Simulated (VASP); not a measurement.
Wanted: the native input for a VASP 6.6.1 run.

```yaml
Task: single point
Functional: PBE
Potentials_or_basis: VASP PAW PBE potentials, release 64 (Zn)
Cutoff: 520 eV
k_mesh: 17 × 17 × 17
Occupations: fermi-dirac, width 0.05 eV
Spin: no spin polarisation
Dipole_correction: no
Further_INCAR_settings: ALGO = Normal; EDIFF = 1e-06; NBANDS = 12
```

The structure of Zn lies in POSCAR:

```
Zn
1.0
    2.2976283560      0.0000000000      0.0000000000
    0.0000000000      2.2976283560      0.0000000000
    0.0000000000      0.0000000000      2.2976283560
Zn
1
Direct
    0.0000000000      0.0000000000      0.0000000000
```

One way to write it, as run:

INCAR

```
SYSTEM = Zn
ALGO = Normal
EDIFF = 1E-6
ENCUT = 520
GGA = PE
ISIF = 2
ISMEAR = -1
LASPH = .True.
LCHARG = .False.
LREAL = .False.
LWAVE = .False.
NBANDS = 12
NELM = 60
PREC = Accurate
SIGMA = 0.05
```

KPOINTS

```
k-points
0
Gamma
  17 17 17
  0 0 0
```

Potentials or basis: VASP PAW PBE potentials, release 64 (Zn).

Command:

```console
$ cat potpaw_PBE.64/Zn/POTCAR > POTCAR
$ mpirun -np 1 vasp_std > vasp.out
```

Results of the run:

```json
{
 "Pressure": "55.0 GPa",
 "Band gap on the k mesh": "zero (band 6 reaches 11.44 eV, above the bottom of band 7 at 2.60 eV)"
}
```

It took 16 s on 1 thread of Intel Xeon 8259CL, with other jobs on the host, peak memory 0.13 GiB.
